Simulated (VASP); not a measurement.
Runs of VASP 6.6.1 on SrO. It takes space group F-43m (No. 216, cubic). Conventional cell: a = 5.585 Å, b = 5.585 Å, c = 5.585 Å, α = 90.00°, β = 90.00°, γ = 90.00°. Sr (site symmetry -43m) has 4 O at 2.42 Å within 3.2 Å. Within 3.2 Å of O (site symmetry -43m) lie 4 Sr at 2.42 Å. 

```csv
level,potentials or basis,spin,k mesh,grid for exact exchange (PRECFOCK),screening parameter,gap on the mesh (eV),pressure (GPa)
PBE,"VASP PAW PBE potentials, release 64 (Sr_sv, O)",off,8 × 8 × 8,-,-,2.52,1.4
HSE06,"VASP PAW PBE potentials, release 64 (Sr_sv, O)",off,4 × 4 × 4,Normal,0.2079 1/Å,(a),0.1
r2SCAN,"VASP PAW PBE potentials, release 64 (Sr_sv, O)",off,8 × 8 × 8,-,-,2.90,(b)
PBE,"VASP PAW PBE potentials, release 64 (Sr_sv, O)","non-collinear, zero start, SOC",8 × 8 × 8,-,-,-,1.4
LDA,"VASP PAW LDA potentials, release 64 (Sr_sv, O)",off,8 × 8 × 8,-,-,2.31,-3.3
```

Alike in all rows: task single point; cell as given; cutoff (eV) 520; smearing gaussian 0.01 eV.

Problem. Estimate the missing entries.

Solution. (a) 3.86; (b) 0.5.

Caveats: some runs use coarse meshes; the PAW data sets were made with another functional, which shifts forces and pressure a little (some runs).

A k mesh can miss the band edges, and rows without SOC leave out spin-orbit coupling on Sr.
